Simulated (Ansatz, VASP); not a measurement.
**One calculation of ZnSe, two programs**

```xyz
2
Lattice="0.0000 2.8166 2.8166 2.8166 0.0000 2.8166 2.8166 2.8166 0.0000" Properties=species:S:1:pos:R:3 pbc="T T T"
Zn    0.0000    0.0000    0.0000
Se    4.2249    4.2249    4.2249
```

Alike in both runs: functional PBEsol; k mesh 12 × 12 × 12; occupations fermi-dirac, width 0.1 eV; no spin polarisation.

Ansatz relaxed the structure, and its values are those at the end. VASP's run is a single point on that final structure, the one shown.

|  | VASP | Ansatz |
| --- | --- | --- |
| version | VASP 6.6.1 | Ansatz 0.2.0 |
| potentials or method | VASP PAW PBE potentials, release 64 (Zn, Se) | PAW with Ansatz's default frozen-core files, scalar-relativistic |
| plane-wave cutoff (eV) | 500 | 420 |
| valence electrons in the cell | 18 | 28 |

|  | VASP | Ansatz | Ansatz less VASP |
| --- | --- | --- | --- |
| pressure (GPa) | 0.3 | 0.0 | -0.26 |

VASP's potentials were made for PBE, not for PBEsol. With one functional, cell and mesh, what is left measures potentials, basis and numerics. VASP's potentials hold 18 valence electrons a cell and Ansatz's 28, so a difference there can come from the potentials and not from the codes.
